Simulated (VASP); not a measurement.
# TiAl (P-6m2) in VASP: further runs, part 2 of 2

VASP 6.6.1. The steps go on from the part before.

### Step 3. Single point, PBEsol+D3(BJ)

This run uses another cell than the first one, of 15.55 Å³/atom, 0.881 times its volume.

INCAR reads:

```
PREC = Accurate
ENCUT = 520
EDIFF = 1E-6
ISMEAR = -1
SIGMA = 0.05
LREAL = False
LASPH = True
NELM = 80
ALGO = Normal
ISIF = 2
LWAVE = False
LCHARG = False
GGA = PS
IVDW = 12
NBANDS = 14
```

KPOINTS reads:

```
Automatic mesh
0
Gamma
  11 11 6
```

POSCAR reads:

```
TiAl
1.0
    2.8038516673      0.0000000000      0.0000000000
   -1.4019258336      2.4282067724      0.0000000000
    0.0000000000      0.0000000000      4.5675602475
Ti Al
1 1
Direct
    0.0000000000      0.0000000000      0.0000000000
    0.3333333333      0.6666666667      0.5000000000
```

Potentials or basis: VASP PAW PBE potentials, release 64 (Ti_sv, Al).

The run is started by

```sh
cat potpaw_PBE.64/Ti_sv/POTCAR potpaw_PBE.64/Al/POTCAR > POTCAR
mpirun -np 1 vasp_std > vasp.out
```

OUTCAR:

```text
PREC = Accurate
   ENCUT = 520
   EDIFF = 1E-6
   ISMEAR = -1
   LREAL = False
   LASPH = True
   NELM = 80
   ISIF = 2
   GGA = PS
   IVDW = 12
 IVDW          = 12

 ion  position               nearest neighbor table
   1  0.000  0.000  0.000-   2 2.80   2 2.80   2 2.80   2 2.80   2 2.80   2 2.80
   2  0.333  0.667  0.500-   1 2.80   1 2.80   1 2.80   1 2.80   1 2.80   1 2.80

  LATTYP: Found a hexagonal cell.
 ALAT       =     2.8038516673
 C/A-ratio  =     1.6290306298

  Lattice vectors:

 A1 = (   2.8038516673,   0.0000000000,   0.0000000000)
 A2 = (  -1.4019258336,   2.4282067724,   0.0000000000)
 A3 = (   0.0000000000,   0.0000000000,   4.5675602475)

Analysis of symmetry for initial positions (statically):
=====================================================================
 Subroutine PRICEL returns:
 Original cell was already a primitive cell.

 Routine SETGRP: Setting up the symmetry group for a
 hexagonal supercell.

 Subroutine GETGRP returns: Found 12 space group operations
 (whereof 12 operations were pure point group operations)
 out of a pool of 24 trial point group operations.

The static configuration has the point symmetry D_3h.

Analysis of symmetry for dynamics (positions and initial velocities):
=====================================================================
 Subroutine PRICEL returns:
 Original cell was already a primitive cell.

 Routine SETGRP: Setting up the symmetry group for a
 hexagonal supercell.

 Subroutine GETGRP returns: Found 12 space group operations
 (whereof 12 operations were pure point group operations)
 out of a pool of 24 trial point group operations.

The dynamic configuration has the point symmetry D_3h.

 Subroutine INISYM returns: Found 12 space group operations
 (whereof 12 operations are pure point group operations),
 and found     1 'primitive' translations

----------------------------------------------------------------------------------------

                                     Primitive cell
[... 120 lines left out ...]
   LEPSILON=     F    determine dielectric tensor
   LRPA    =     F    only Hartree local field effects (RPA)
 non-spin polarized calculation
  energy-cutoff  :      520.00
  volume of cell :       31.10
 maximum number of plane-waves:       850
 NGX is ok and might be reduce to    24
   NGX = 11   NGY = 11   NGZ = 17

 number of electron      15.0000002 magnetization

 Free energy of the ion-electron system (eV)
  ---------------------------------------------------
  ext. energy  EPLUGINS =         0.00000000
  ---------------------------------------------------
  free energy    TOTEN  =       -12.91893545 eV

  energy without entropy =      -12.89701928  energy(sigma->0) =      -12.90797737

 E-fermi :   8.4706     XC(G=0): -11.3285

 val. band max:        8.4519503832   @ k =   0.3636   0.0909   0.5000
 cond. band min:       8.4738362973   @ k =   0.1818  -0.0000   0.5000
 fundamental gap:      0.0218859141
 Fermi energy:         8.4705688154

 k-point     1 :       0.0000    0.0000    0.0000
  band No.  band energies     occupation
      1     -47.6530      2.00000
      2     -24.0883      2.00000
      3     -23.5868      2.00000
      4     -23.5868      2.00000
      5      -0.7588      2.00000
      6       6.1061      2.00000
      7       6.6502      2.00000
      8       9.8426      0.00000
      9       9.8426      0.00000
     10      11.4769      0.00000
     11      11.4769      0.00000
     12      12.7524      0.00000
     13      21.8654      0.00000
     14      21.8654      0.00000
[... 377 lines left out ...]
      1     -47.5936      2.00000
      2     -24.0322      2.00000
      3     -23.9212      2.00000
      4     -23.6780      2.00000
      5       0.8648      2.00000
      6       6.0425      2.00000
      7       7.8975      1.99998
      8       8.7766      0.00438
      9      10.8925      0.00000
     10      11.0554      0.00000
     11      11.1683      0.00000
     12      14.0368      0.00000
     13      15.5231      0.00000
     14      17.0975      0.00000

 [... further k-points ...]

------------------------ aborting loop because EDIFF is reached ----------------------------------------

 Edisp (eV)   -0.97945

 E8    (eV) :    -0.6749

  FORCE on cell =-STRESS in cart. coord.  units (eV):
  Direction    XX          YY          ZZ          XY          YZ          ZX
  --------------------------------------------------------------------------------------
  -------------------------------------------------------------------------------------
  Total      -0.00920    -0.00920     0.01281    -0.00000    -0.00000     0.00000
  in kB      -0.47413    -0.47413     0.66000    -0.00000    -0.00000     0.00000
  external pressure =       -0.10 kB  Pullay stress =        0.00 kB

 VOLUME and BASIS-vectors are now :
 -----------------------------------------------------------------------------
  energy-cutoff  :      520.00
  volume of cell :       31.10
      direct lattice vectors                 reciprocal lattice vectors
     2.803851667  0.000000000  0.000000000     0.356652248  0.205913271  0.000000000
    -1.401925834  2.428206772  0.000000000     0.000000000  0.411826543  0.000000000
     0.000000000  0.000000000  4.567560248     0.000000000  0.000000000  0.218935262

 POSITION                                       TOTAL-FORCE (eV/Angst)
 -----------------------------------------------------------------------------------
      0.00000      0.00000      0.00000         0.000000      0.000000      0.000000
     -0.00000      1.61880      2.28378        -0.000000      0.000000      0.000000
 -----------------------------------------------------------------------------------
    total drift:                                0.000000     -0.000000      0.000000

  FREE ENERGIE OF THE ION-ELECTRON SYSTEM (eV)
  ---------------------------------------------------
  free  energy   TOTEN  =       -13.8983807274 eV

  energy  without entropy=      -13.8764645628  energy(sigma->0) =      -13.88742265
```

Run time: 20 s. Hardware: 1 thread of Intel Xeon Platinum 8488C (Sapphire Rapids), shared host; peak memory 0.18 GiB.

Results:

```yaml
Free_energy: -13.8984 eV
Pressure: 0.0 GPa
Dispersion_energy_per_atom: -0.490 eV
```

Levels at points of the mesh, in eV from the Fermi level:
```csv
k point,band 3,band 4,band 5,band 6,band 7,band 8,band 9,band 10,band 11,band 12
"(0.00, 0.00, 0.00)",-32.06,-32.06,-9.23,-2.36,-1.82,1.37,1.37,3.01,3.01,4.28
"(0.00, 0.00, 0.50)",-32.06,-32.06,-8.25,-5.41,-0.46,1.38,1.38,2.92,2.92,7.08
```

Caveat: the PAW data sets were made with another functional, which shifts forces and pressure a little; pairwise dispersion overbinds metals, which lowers pressure and volume.

### Step 4. Single point, PBEsol+D3(BJ)

This run uses another cell than the first one, of 15.66 Å³/atom, 0.887 times its volume.

INCAR reads:

```
SYSTEM = TiAl
ALGO = Normal
EDIFF = 1E-6
ENCUT = 520
GGA = PS
ISIF = 2
ISMEAR = -1
IVDW = 12
LASPH = .TRUE.
LCHARG = .TRUE.
LELF = .TRUE.
LREAL = .FALSE.
LVHAR = .TRUE.
LWAVE = .FALSE.
NBANDS = 14
NELM = 60
PREC = Accurate
SIGMA = 0.05
```

KPOINTS reads:

```
k-points
0
G
  11 11 6
  0 0 0
```

POSCAR reads:

```
TiAl
1.0
    2.8116843030      0.0000000000      0.0000000000
   -1.4058421515      2.4349900338      0.0000000000
    0.0000000000      0.0000000000      4.5751607900
Ti Al
1 1
Direct
    0.0000000000      0.0000000000      0.0000000000
    0.3333333333      0.6666666667      0.5000000000
```

Potentials or basis: VASP PAW PBE potentials, release 64 (Ti_sv, Al).

The run is started by

```sh
cat potpaw_PBE.64/Ti_sv/POTCAR potpaw_PBE.64/Al/POTCAR > POTCAR
mpirun -np 1 vasp_std > vasp.out
```

OUTCAR:

```text
SYSTEM = TiAl
   EDIFF = 1E-6
   ENCUT = 520
   GGA = PS
   ISIF = 2
   ISMEAR = -1
   IVDW = 12
   LASPH = .TRUE.
   LREAL = .FALSE.
   NELM = 60
   PREC = Accurate
 IVDW          = 12

 ion  position               nearest neighbor table
   1  0.000  0.000  0.000-   2 2.81   2 2.81   2 2.81   2 2.81   2 2.81   2 2.81
   2  0.333  0.667  0.500-   1 2.81   1 2.81   1 2.81   1 2.81   1 2.81   1 2.81

  LATTYP: Found a hexagonal cell.
 ALAT       =     2.8116843030
 C/A-ratio  =     1.6271957649

  Lattice vectors:

 A1 = (   2.8116843030,   0.0000000000,   0.0000000000)
[... 595 lines left out ...]

 Edisp (eV)   -0.97230

 E8    (eV) :    -0.6700

  FORCE on cell =-STRESS in cart. coord.  units (eV):
  Direction    XX          YY          ZZ          XY          YZ          ZX
  --------------------------------------------------------------------------------------
  -------------------------------------------------------------------------------------
  Total      -0.17247    -0.17247    -0.15082     0.00000     0.00000    -0.00000
  in kB      -8.82186    -8.82186    -7.71418     0.00000     0.00000    -0.00000
  external pressure =       -8.45 kB  Pullay stress =        0.00 kB

 VOLUME and BASIS-vectors are now :
 -----------------------------------------------------------------------------
  energy-cutoff  :      520.00
  volume of cell :       31.32
      direct lattice vectors                 reciprocal lattice vectors
     2.811684303  0.000000000  0.000000000     0.355658706  0.205339649  0.000000000
    -1.405842151  2.434990034  0.000000000     0.000000000  0.410679299  0.000000000
     0.000000000  0.000000000  4.575160790     0.000000000  0.000000000  0.218571553

 POSITION                                       TOTAL-FORCE (eV/Angst)
 -----------------------------------------------------------------------------------
      0.00000      0.00000      0.00000         0.000000      0.000000      0.000000
     -0.00000      1.62333      2.28758        -0.000000      0.000000      0.000000
 -----------------------------------------------------------------------------------
    total drift:                                0.000000     -0.000000      0.000000

  FREE ENERGIE OF THE ION-ELECTRON SYSTEM (eV)
  ---------------------------------------------------
  free  energy   TOTEN  =       -13.8977615500 eV

  energy  without entropy=      -13.8755204497  energy(sigma->0) =      -13.88664100
```

OSZICAR:

```text
N       E                     dE             d eps       ncg     rms          rms(c)
DAV:   1     0.997922417001E+02    0.99792E+02   -0.70179E+03  1792   0.109E+03
DAV:   2    -0.857455872778E+01   -0.10837E+03   -0.10414E+03  1864   0.300E+02
DAV:   3    -0.143036487295E+02   -0.57291E+01   -0.55942E+01  2712   0.660E+01
DAV:   4    -0.144607220419E+02   -0.15707E+00   -0.15684E+00  2056   0.971E+00
DAV:   5    -0.144657747627E+02   -0.50527E-02   -0.50524E-02  2694   0.165E+00    0.100E+01
DAV:   6    -0.131956737903E+02    0.12701E+01   -0.58562E+00  2044   0.302E+01    0.373E+00
DAV:   7    -0.129525652587E+02    0.24311E+00   -0.68709E-01  1960   0.951E+00    0.223E+00
DAV:   8    -0.129296548772E+02    0.22910E-01   -0.16419E-01  2068   0.468E+00    0.845E-01
DAV:   9    -0.129279003149E+02    0.17546E-02   -0.48070E-02  1998   0.316E+00    0.413E-01
DAV:  10    -0.129253908022E+02    0.25095E-02   -0.68841E-03  2036   0.107E+00    0.697E-02
DAV:  11    -0.129254849166E+02   -0.94114E-04   -0.73933E-04  2548   0.259E-01    0.627E-02
DAV:  12    -0.129254783289E+02    0.65877E-05   -0.31521E-05  1992   0.444E-02    0.471E-02
DAV:  13    -0.129254610005E+02    0.17328E-04   -0.32737E-05  2044   0.714E-02    0.178E-02
DAV:  14    -0.129254600368E+02    0.96365E-06   -0.25321E-06  1970   0.156E-02
   1 F= -.13897762E+02 E0= -.13886641E+02  d E =-.222411E-01
```

stdout:

```text
POSCAR found type information on POSCAR TiAl
 POSCAR found :  2 types and       2 ions
 scaLAPACK will be used
 -----------------------------------------------------------------------------
|                                                                             |
|                                                                             |
|     You enforced a specific xc type in the INCAR file but a different       |
|     I HOPE YOU KNOW WHAT YOU ARE DOING!                                     |
|                                                                             |
 -----------------------------------------------------------------------------

 LDA part: xc-table for (Slater+PW92), standard interpolation
 POSCAR, INCAR and KPOINTS ok, starting setup
 FFT: planning ... GRIDC
 FFT: planning ... GRID_SOFT
 FFT: planning ... GRID
 WAVECAR not read
 entering main loop
```

It took 16 s on 1 thread of Intel Xeon Platinum 8488C (Sapphire Rapids), shared host; peak memory 0.18 GiB.

What came out:

* Free energy: -13.8978 eV
* Pressure: -0.8 GPa
* Dispersion energy per atom: -0.486 eV

Caveat: three body term missing; the PAW data sets were made with another functional, which shifts forces and pressure a little; pairwise dispersion overbinds metals, which lowers pressure and volume.

### Step 5. The runs side by side

```csv
level,potentials or basis,cell,gap on the mesh (eV),pressure (GPa)
LDA,"VASP PAW LDA potentials, release 64 (Ti_sv, Al)","a = 2.923, b = 2.923, c = 4.770 Å, angles 90.0, 90.0, 120.0°, 2 atoms",none,-10.9
PBEsol+D3(BJ),"VASP PAW PBE potentials, release 64 (Ti_sv, Al)","a = 2.804, b = 2.804, c = 4.568 Å, angles 90.0, 90.0, 120.0°, 2 atoms",none,0.0
PBEsol+D3(BJ),"VASP PAW PBE potentials, release 64 (Ti_sv, Al)","a = 2.812, b = 2.812, c = 4.575 Å, angles 90.0, 90.0, 120.0°, 2 atoms",none,-0.8
```

Alike in all rows: task single point; no spin polarisation; k mesh 11 × 11 × 6; cutoff (eV) 520; smearing fermi-dirac 0.05 eV.

Caveats: the PAW data sets were made with another functional, which shifts forces and pressure a little (some runs); pairwise dispersion overbinds metals, which lowers pressure and volume (some runs); three body term missing (some runs).

Total energies depend on the potentials used, so only differences within one code and one set of settings carry meaning.
